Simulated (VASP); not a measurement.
Te5Mo:

```
CELL_PARAMETERS angstrom
8.06755 0.00000 0.00000
-4.03378 6.98670 0.00000
0.00000 0.00000 3.33323
ATOMIC_POSITIONS crystal
Te 0.00000 0.26818 0.50000
Te 0.73182 0.73182 0.50000
Te 0.26818 0.00000 0.50000
Te 0.66667 0.33333 0.00000
Te 0.33333 0.66667 0.00000
Mo 0.00000 0.00000 0.00000
```

The cell was built from a structure type or drawn by symmetry, and may not be a known phase.

- Program: VASP 6.6.1
- Task: relaxation of cell and atoms
- Functional: PBE
- Potentials or basis: VASP PAW PBE potentials, release 64 (Te, Mo_sv)
- Cutoff: 600 eV
- k mesh: 3 × 3 × 6
- Occupations: gaussian, width 0.1 eV
- Spin: no spin polarisation

At the start: pressure -0.1 GPa; volume 31.31 Å³/atom.

Problem. Where does the relaxation end?

Solution. Over 9 steps the energy falls by 20.3 meV/atom and the volume is 32.93 Å³/atom (+5.2 %); space group P-62m (No. 189, to 0.1 Å) before and after.

Step by step:
```tsv
step	energy change (eV)	largest force (eV/Å)	pressure (GPa)	volume (Å³)
1	0.0000	0.3654	-0.13	187.88
2	-0.0466	0.2253	0.83	187.18
3	-0.0573	0.0993	1.58	186.65
4	-0.0827	0.1325	1.14	189.28
5	-0.1085	0.2175	0.29	195.34
6	-0.1089	0.2288	0.19	196.12
7	-0.1168	0.1726	0.00	197.03
8	-0.1205	0.0931	-0.25	198.30
9	-0.1217	0.0064	0.07	197.59
```

Final structure:
```
Te Mo
1.0
     8.38863    0.00000    0.00000
    -4.19431    7.26476    0.00000
     0.00000    0.00000    3.24237
Te Mo
5 1
Direct
  0.00000 0.25733 0.50000
  0.74267 0.74267 0.50000
  0.25733 0.00000 0.50000
  0.66667 0.33333 0.00000
  0.33333 0.66667 0.00000
  0.00000 0.00000 0.00000
```
